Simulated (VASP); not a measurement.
# NaI (Pm-3m) in VASP: notebook

Runs on NaI. Level: r2SCAN. Tasks: single point.

Program: VASP 6.6.1. These are calculated values, not measurements. Logs are shortened: lines on timing, memory, paths and dates and some standing lists are left out, and cuts for length are marked.

## (1) The cell of the first run

The structure is cubic, space group Pm-3m (No. 221). Conventional cell: a = 4.041 Å, b = 4.041 Å, c = 4.041 Å, α = 90.00°, β = 90.00°, γ = 90.00°. Na (site symmetry m-3m) has 8 I at 3.50 Å and 6 Na at 4.04 Å within 4.6 Å. I (site symmetry m-3m) has 8 Na at 3.50 Å and 6 I at 4.04 Å within 4.6 Å.

## (2) Single point, r2SCAN

POSCAR reads:

```
NaI
1.0
    4.0405365889      0.0000000000      0.0000000000
    0.0000000000      4.0405365889      0.0000000000
    0.0000000000      0.0000000000      4.0405365889
Na I
1 1
Direct
    0.0000000000      0.0000000000      0.0000000000
    0.5000000000      0.5000000000      0.5000000000
```

INCAR.step1 reads:

```
PREC     = Accurate       # precision mode
ENCUT    = 520            # plane-wave cutoff, eV
ISMEAR   = 0              # smearing method
SIGMA    = 0.01           # smearing width, eV
LREAL    = F              # projectors in reciprocal space
LASPH    = T              # aspherical terms in the spheres
NELM     = 100            # most SCF steps
NBANDS   = 14             # bands
GGA      = PE             # functional
ALGO     = Normal         # electronic algorithm
EDIFF    = 1E-4           # SCF threshold, eV
LWAVE    = T              # write WAVECAR
LCHARG   = F              # write CHGCAR
```

INCAR.step2 reads:

```
PREC     = Accurate       # precision mode
ENCUT    = 520            # plane-wave cutoff, eV
EDIFF    = 1E-6           # SCF threshold, eV
ISMEAR   = 0              # smearing method
SIGMA    = 0.01           # smearing width, eV
LREAL    = F              # projectors in reciprocal space
LASPH    = T              # aspherical terms in the spheres
NELM     = 100            # most SCF steps
ALGO     = Normal         # electronic algorithm
ISIF     = 2              # what is computed and relaxed
LWAVE    = F              # write WAVECAR
LCHARG   = F              # write CHGCAR
METAGGA  = R2SCAN         # meta-GGA
LMIXTAU  = T            
NBANDS   = 14             # bands
ISTART   = 1
```

KPOINTS reads:

```
regular mesh
0
Gamma
  6 6 6
```

Potentials or basis: VASP PAW PBE potentials, release 64 (Na_pv, I).

Command:

```sh
$ cat potpaw_PBE.64/Na_pv/POTCAR potpaw_PBE.64/I/POTCAR > POTCAR
$ cp INCAR.step1 INCAR
$ mpirun -np 1 vasp_std > vasp.out
$ cp INCAR.step2 INCAR
$ mpirun -np 1 vasp_std > vasp.out
```

OUTCAR:

```text
PREC = Accurate
   ENCUT = 520
   EDIFF = 1E-6
   ISMEAR = 0
   LREAL = F
   LASPH = T
   NELM = 100
   ISIF = 2
   METAGGA = R2SCAN
   ISTART = 1

 ion  position               nearest neighbor table
   1  0.000  0.000  0.000-
   2  0.500  0.500  0.500-

  LATTYP: Found a simple cubic cell.
 ALAT       =     4.0405365889

  Lattice vectors:

 A1 = (   4.0405365889,   0.0000000000,   0.0000000000)
 A2 = (   0.0000000000,   4.0405365889,   0.0000000000)
 A3 = (   0.0000000000,   0.0000000000,   4.0405365889)

Analysis of symmetry for initial positions (statically):
=====================================================================
 Subroutine PRICEL returns:
 Original cell was already a primitive cell.

 Routine SETGRP: Setting up the symmetry group for a
 simple cubic supercell.

 Subroutine GETGRP returns: Found 48 space group operations
[... 9 lines left out ...]

 Routine SETGRP: Setting up the symmetry group for a
 simple cubic supercell.

 Subroutine GETGRP returns: Found 48 space group operations
[... 11 lines left out ...]
                                     Primitive cell

  volume of cell :      65.9655

  direct lattice vectors                    reciprocal lattice vectors
     4.040536589  0.000000000  0.000000000     0.247491881  0.000000000  0.000000000
     0.000000000  4.040536589  0.000000000     0.000000000  0.247491881  0.000000000
     0.000000000  0.000000000  4.040536589     0.000000000  0.000000000  0.247491881

  length of vectors
     4.040536589  4.040536589  4.040536589     0.247491881  0.247491881  0.247491881

  position of ions in fractional coordinates (direct lattice)
     0.000000000  0.000000000  0.000000000
     0.500000000  0.500000000  0.500000000

  ion indices of the primitive-cell ions
   primitive index   ion index
                 1           1
                 2           2

----------------------------------------------------------------------------------------

 KPOINTS: regular mesh

Automatic generation of k-mesh.
 Grid dimensions read from file:
 generate k-points for:    6    6    6

 Generating k-lattice:

  Cartesian coordinates                     Fractional coordinates (reciprocal lattice)
     0.041248647  0.000000000  0.000000000     0.166666667  0.000000000  0.000000000
     0.000000000  0.041248647  0.000000000     0.000000000  0.166666667  0.000000000
     0.000000000  0.000000000  0.041248647     0.000000000  0.000000000  0.166666667

  Length of vectors
     0.041248647  0.041248647  0.041248647

  Shift w.r.t. Gamma in fractional coordinates (k-lattice)
     0.000000000  0.000000000  0.000000000

 Subroutine IBZKPT returns following result:
 ===========================================

 Found     20 irreducible k-points:

 Following reciprocal coordinates:
            Coordinates               Weight
  0.000000  0.000000  0.000000      1.000000
  0.166667  0.000000  0.000000      6.000000
  0.333333  0.000000  0.000000      6.000000
  0.500000  0.000000  0.000000      3.000000
  0.166667  0.166667  0.000000     12.000000
  0.333333  0.166667  0.000000     24.000000
[... 12 lines left out ...]
  0.500000  0.500000  0.333333      6.000000
  0.500000  0.500000  0.500000      1.000000
   k-points           NKPTS =     20   k-points in BZ     NKDIM =     20   number of bands    NBANDS=     14
   number of dos      NEDOS =    301   number of ions     NIONS =      2
   total plane-waves  NPLWV =  27000
   dimension x,y,z NGX =    30 NGY =   30 NGZ =   30
   dimension x,y,z NGXF=    60 NGYF=   60 NGZF=   60
   ions per type =               1   1
   NGX,Y,Z   is equivalent  to a cutoff of  12.34, 12.34, 12.34 a.u.
   NGXF,Y,Z  is equivalent  to a cutoff of  24.69, 24.69, 24.69 a.u.
 SYSTEM =  unknown system
   PREC   = accura    normal or accurate (medium, high low for compatibility)
   ISTART =      1    job   : 0-new  1-cont  2-samecut
   ICHARG =      0    charge: 1-file 2-atom 10-const
   ISPIN  =      1    spin polarized calculation?
   LNONCOLLINEAR =      F non collinear calculations
   LSORBIT =      F    spin-orbit coupling
   LASPH  =      T    aspherical Exc in radial PAW
   ENCUT  =  520.0 eV  38.22 Ry    6.18 a.u.   7.51  7.51  7.51*2*pi/ulx,y,z
   NELM   =    100;   NELMIN=  2; NELMDL=  0     # of ELM steps
   EDIFF  = 0.1E-05   stopping-criterion for ELM
   LREAL  =      F    real-space projection
   EDIFFG = 0.1E-04   stopping-criterion for IOM
   NSW    =      0    number of steps for IOM
   IBRION =     -1    ionic relax: 0-MD 1-quasi-New 2-CG
   NFREE  =      0    steps in history (QN), initial steepest desc. (CG)
   ISIF   =      2    stress and relaxation
   ISYM   =      2    0-nonsym 1-usesym 2-fastsym
   POTIM  = 0.5000    time-step for ionic-motion
   TEBEG  =    0.0;   TEEND  =   0.0 temperature during run
   PSTRESS=    0.0 pullay stress
   NELECT =      14.0000    total number of electrons
   NUPDOWN=      -1.0000    fix difference up-down
   EMIN   =  10.00;   EMAX   =-10.00  energy-range for DOS
   EFERMI =   0.00;   METHOD = LEGACY
   ISMEAR =     0;   SIGMA  =   0.01  broadening in eV -4-tet -1-fermi 0-gaus
   EFERMI_NEDOS =   21; number of points for ismear=-14 and -15
   IALGO  =     38    algorithm
   IMIX   =      4    mixing-type and parameters
     AMIX     =   0.40;   BMIX     =  1.00
     AMIX_MAG =   1.60;   BMIX_MAG =  1.00
  volume/ion in A,a.u.               =      32.98       222.58
  Fermi-wavevector in a.u.,A,eV,Ry     =   0.976514  1.845344 12.974238  0.953580
  Thomas-Fermi vector in A             =   2.107139
   LORBIT       =      0    0 simple, 1 ext, 2 COOP (PROOUT), +10 PAW based schemes
   METAGGA = R2SCAN    functional components
   LHFCALC =     F    Hartree Fock is set to
   AEXX    =    0.0000 exact exchange contribution
   IVDW    =     0    specifies the selected vdW correction
   LEPSILON=     F    determine dielectric tensor
   LRPA    =     F    only Hartree local field effects (RPA)
 non-spin polarized calculation
 Gauss-broadening in eV      SIGMA  =   0.01
  energy-cutoff  :      520.00
  volume of cell :       65.97
 maximum number of plane-waves:      1800
   NGX = 15   NGY = 15   NGZ = 15

 number of electron      13.9999980 magnetization

 Free energy of the ion-electron system (eV)
  ---------------------------------------------------
  ext. energy  EPLUGINS =         0.00000000
  ---------------------------------------------------
  free energy    TOTEN  =       -30.73009368 eV

  energy without entropy =      -30.73009368  energy(sigma->0) =      -30.73009368

 E-fermi :   1.7829     XC(G=0):  -8.2180

 val. band max:        1.6698235052   @ k =   0.5000   0.5000   0.0000
 cond. band min:       4.7398240318   @ k =   0.0000   0.0000   0.0000
 fundamental gap:      3.0700005266
 Fermi energy:         1.7828550176

 k-point     1 :       0.0000    0.0000    0.0000
  band No.  band energies     occupation
      1     -22.8928      2.00000
      2     -22.8928      2.00000
      3     -22.8928      2.00000
      4     -10.5100      2.00000
      5       0.9991      2.00000
      6       0.9991      2.00000
      7       0.9991      2.00000
      8       4.7398      0.00000
      9       7.7826      0.00000
     10       7.7826      0.00000
     11      13.8970      0.00000
     12      13.8970      0.00000
     13      13.8970      0.00000
     14      14.1392      0.00000

 k-point     2 :       0.1667    0.0000    0.0000
  band No.  band energies     occupation
      1     -22.8947      2.00000
      2     -22.8927      2.00000
      3     -22.8927      2.00000
      4     -10.4286      2.00000
      5       0.1055      2.00000
      6       1.0768      2.00000
      7       1.0768      2.00000
      8       5.4029      0.00000
      9       8.0182      0.00000
     10       8.6200      0.00000
     11      12.1531      0.00000
     12      12.1531      0.00000
     13      13.0415      0.00000
     14      14.3330      0.00000

 k-point     3 :       0.3333    0.0000    0.0000
  band No.  band energies     occupation
      1     -22.8985      2.00000
      2     -22.8923      2.00000
      3     -22.8923      2.00000
      4     -10.2542      2.00000
      5      -1.1290      2.00000
      6       1.2425      2.00000
      7       1.2425      2.00000
      8       6.3650      0.00000
      9       8.6886      0.00000
     10       9.3626      0.00000
     11      10.7189      0.00000
     12      10.7189      0.00000
     13      12.1659      0.00000
     14      13.4514      0.00000

 k-point     4 :       0.5000    0.0000    0.0000
  band No.  band energies     occupation
      1     -22.9003      2.00000
      2     -22.8921      2.00000
      3     -22.8921      2.00000
      4     -10.1604      2.00000
      5      -1.6270      2.00000
      6       1.3312      2.00000
      7       1.3312      2.00000
      8       6.9954      0.00000
      9       8.8395      0.00000
     10       9.3407      0.00000
     11      10.1891      0.00000
     12      10.1891      0.00000
     13      11.0133      0.00000
     14      15.2629      0.00000

 k-point     5 :       0.1667    0.1667    0.0000
  band No.  band energies     occupation
      1     -22.8946      2.00000
      2     -22.8944      2.00000
      3     -22.8925      2.00000
      4     -10.3493      2.00000
      5       0.0947      2.00000
      6       0.3456      2.00000
      7       1.1550      2.00000
      8       6.0434      0.00000
      9       8.4362      0.00000
     10       9.0500      0.00000
     11      10.7318      0.00000
[... 208 lines left out ...]
 k-point    18 :       0.5000    0.3333    0.3333
  band No.  band energies     occupation
      1     -22.8986      2.00000
      2     -22.8968      2.00000
      3     -22.8966      2.00000
      4      -9.7158      2.00000
      5      -0.7783      2.00000
      6      -0.2235      2.00000
      7      -0.1293      2.00000
      8       6.2397      0.00000
      9       6.8003      0.00000
     10       7.4989      0.00000
     11      11.0049      0.00000
     12      13.1127      0.00000
     13      13.6779      0.00000
     14      15.1887      0.00000

 k-point    19 :       0.5000    0.5000    0.3333
  band No.  band energies     occupation
      1     -22.8984      2.00000
      2     -22.8984      2.00000
      3     -22.8965      2.00000
      4      -9.6359      2.00000
      5      -0.6257      2.00000
      6      -0.6257      2.00000
      7      -0.0460      2.00000
      8       5.8682      0.00000
      9       6.9384      0.00000
     10       6.9384      0.00000
     11      10.1639      0.00000
     12      13.6677      0.00000
     13      15.6528      0.00000
     14      15.6528      0.00000

 k-point    20 :       0.5000    0.5000    0.5000
  band No.  band energies     occupation
      1     -22.8981      2.00000
      2     -22.8981      2.00000
      3     -22.8981      2.00000
      4      -9.5565      2.00000
      5      -0.4894      2.00000
      6      -0.4894      2.00000
      7      -0.4894      2.00000
      8       6.3338      0.00000
      9       6.3338      0.00000
     10       6.3338      0.00000
     11       9.2340      0.00000
     12      16.3260      0.00000
     13      16.3260      0.00000
     14      16.3260      0.00000

------------------------ aborting loop because EDIFF is reached ----------------------------------------

  FORCE on cell =-STRESS in cart. coord.  units (eV):
  Direction    XX          YY          ZZ          XY          YZ          ZX
  --------------------------------------------------------------------------------------
  -------------------------------------------------------------------------------------
  Total       -0.0057548     -0.0057548     -0.0057548      0.0000000      0.0000000     -0.0000000
  in kB       -0.1397728     -0.1397728     -0.1397728      0.0000000      0.0000000     -0.0000000
  external PRESSURE =      -0.1397728 kB  Pullay stress =       0.0000000 kB

 VOLUME and BASIS-vectors are now :
 -----------------------------------------------------------------------------
  energy-cutoff  :      520.00
  volume of cell :       65.97
      direct lattice vectors                 reciprocal lattice vectors
     4.040536589  0.000000000  0.000000000     0.247491881  0.000000000  0.000000000
     0.000000000  4.040536589  0.000000000     0.000000000  0.247491881  0.000000000
     0.000000000  0.000000000  4.040536589     0.000000000  0.000000000  0.247491881

 POSITION                                       TOTAL-FORCE (eV/Angst)
 -----------------------------------------------------------------------------------
      0.00000      0.00000      0.00000         0.000000      0.000000      0.000000
      2.02027      2.02027      2.02027         0.000000      0.000000      0.000000
 -----------------------------------------------------------------------------------
    total drift:                                0.000000     -0.000000     -0.000000

  FREE ENERGIE OF THE ION-ELECTRON SYSTEM (eV)
  ---------------------------------------------------
  free  energy   TOTEN  =       -30.7300936803 eV

  energy  without entropy=      -30.7300936803  energy(sigma->0) =      -30.73009368
```

Wall time 45 s (1 thread of Intel Xeon Platinum 8259CL at 2.50GHz (Skylake/Cascade Lake), shared host); peak memory 0.17 GiB.

Results:

```yaml
Free_energy: -30.7301 eV
Pressure: 0.0 GPa
Band_gap_on_the_k_mesh: 3.07 eV, indirect (least direct gap 3.36 eV)
```

Levels at points of the mesh, in eV from the valence-band top:
```tsv
k point	band 4	band 5	band 6	band 7	band 8	band 9	band 10	band 11
(0.00, 0.00, 0.00)	-12.18	-0.67	-0.67	-0.67	3.07	6.11	6.11	12.23
(0.50, 0.00, 0.00)	-11.83	-3.30	-0.34	-0.34	5.33	7.17	7.67	8.52
(0.50, 0.50, 0.00)	-11.53	-2.65	-2.65	0.00	3.36	7.69	9.03	9.03
(0.50, 0.50, 0.50)	-11.23	-2.16	-2.16	-2.16	4.66	4.66	4.66	7.56
```

Caveat: the PAW data sets were made with another functional, which shifts forces and pressure a little; spin-orbit coupling is left out, which moves the levels of the heavy elements. A k mesh can miss the band edges.

(Part 1 of 2 ends here.)
